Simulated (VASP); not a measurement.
Write the native input for VASP 6.6.1 that does the following.

* Task: single point
* Functional: PBE
* Dispersion: D3(BJ)
* Potentials or basis: VASP PAW PBE potentials, release 64 (Hg)
* Cutoff: 500 eV
* k mesh: 10 × 10 × 10
* Occupations: tetrahedron
* Spin: non-collinear spin, zero start, spin-orbit coupling
* Starting moments: [[0.0, 0.0, 0.0]] μB
* Dipole correction: no
* Further INCAR settings: ALGO = Normal; EDIFF = 1e-06; NBANDS = 23

The structure of Hg lies in POSCAR:

```
Hg
1.0
   -1.8767364350      1.8767364350      1.9168448550
    1.8767364350     -1.8767364350      1.9168448550
    1.8767364350      1.8767364350     -1.9168448550
Hg
1
Direct
    0.5000000000      0.5000000000      0.0000000000
```

One way to write it, as run:

INCAR

```
SYSTEM = Hg
PREC     = Accurate       ! precision mode
ENCUT    = 500            ! plane-wave cutoff, eV
EDIFF    = 1E-6           ! SCF threshold, eV
ISMEAR   = -5             ! smearing method
SIGMA    = 0.05           ! smearing width, eV
LREAL    = .False.        ! projectors in reciprocal space
LASPH    = .True.         ! aspherical terms in the spheres
NELM     = 200            ! most SCF steps
ALGO     = Normal         ! electronic algorithm
ISIF     = 2              ! what is computed and relaxed
LWAVE    = .False.        ! write WAVECAR
LCHARG   = .True.         ! write CHGCAR
MAGMOM   = 0 0 0          ! initial moments
LORBIT   = 11             ! projections on sites
LSORBIT  = .True.         ! spin-orbit coupling
GGA_COMPAT= .False.      
LORBMOM  = .True.       
GGA      = PE             ! functional
IVDW     = 12             ! dispersion correction
LVHAR    = .True.       
NBANDS   = 23             ! bands
```

KPOINTS

```
regular mesh
0
Gamma
  10 10 10
  0 0 0
```

Potentials or basis: VASP PAW PBE potentials, release 64 (Hg).

Run with:

```bash
$ cat potpaw_PBE.64/Hg/POTCAR > POTCAR
$ mpirun -np 1 vasp_ncl > vasp.out
```

It gave:

The pressure is -1.0 GPa. The net moment is 0.00 μB per cell, the valence electrons inside the program's atomic spheres are Hg 10.43 and the dispersion energy per atom is -0.388 eV.

Caveat: three body term missing.

Wall time 35 s on 1 thread of Intel(R) Xeon(R) 6975P-C (Granite Rapids), with other jobs on the host, peak memory 0.26 GiB.
